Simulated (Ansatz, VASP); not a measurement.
## Ga8TeS7: VASP beside Ansatz

```
CELL_PARAMETERS angstrom
7.25445 0.00000 0.00000
-1.81361 3.14127 0.00000
0.00000 0.00000 15.68256
ATOMIC_POSITIONS crystal
Ga 0.16667 0.66667 0.17000
Ga 0.66667 0.66667 0.17000
Ga 0.33333 0.33333 0.67000
Ga 0.83333 0.33333 0.67000
Ga 0.16667 0.66667 0.33000
Ga 0.66667 0.66667 0.33000
Ga 0.33333 0.33333 0.83000
Ga 0.83333 0.33333 0.83000
Te 0.16667 0.66667 0.60000
S 0.66667 0.66667 0.60000
S 0.33333 0.33333 0.10000
S 0.83333 0.33333 0.10000
S 0.16667 0.66667 0.90000
S 0.66667 0.66667 0.90000
S 0.33333 0.33333 0.40000
S 0.83333 0.33333 0.40000
```

Alike in both runs: task single point; functional PBE; dispersion D3(BJ); k mesh 6 × 6 × 2; occupations gaussian, width 0.1 eV; no spin polarisation.

```csv
,VASP,Ansatz
version,VASP 6.6.1,Ansatz 0.2.0
potentials or method,"VASP PAW PBE potentials, release 64 (Ga_d, Te, S), cutoff 520 eV","scalar-relativistic, plane waves, PAW"
valence electrons in the cell,152,162
```

|  | VASP | Ansatz | Ansatz less VASP |
| --- | --- | --- | --- |
| gap on the k mesh at the Fermi level (eV) | 1.20 | 1.21 | +0.006 |
| least direct gap on the mesh (eV) | 1.29 | 1.28 | -0.006 |
| pressure (GPa) | 1.8 | 1.8 | 0.00 |
| traceless stress, the component that is largest in VASP (GPa) | -2.02 | -2.05 | -0.033 |
| rms of the force components (eV/Å) | 0.982 | 0.972 | -0.0100 |

Atom by atom the forces differ by 0.011 eV/Å (rms over components). VASP's potentials hold 152 valence electrons a cell and Ansatz's 162, so a difference there can come from the potentials and not from the codes.

Spin-orbit coupling is off throughout.
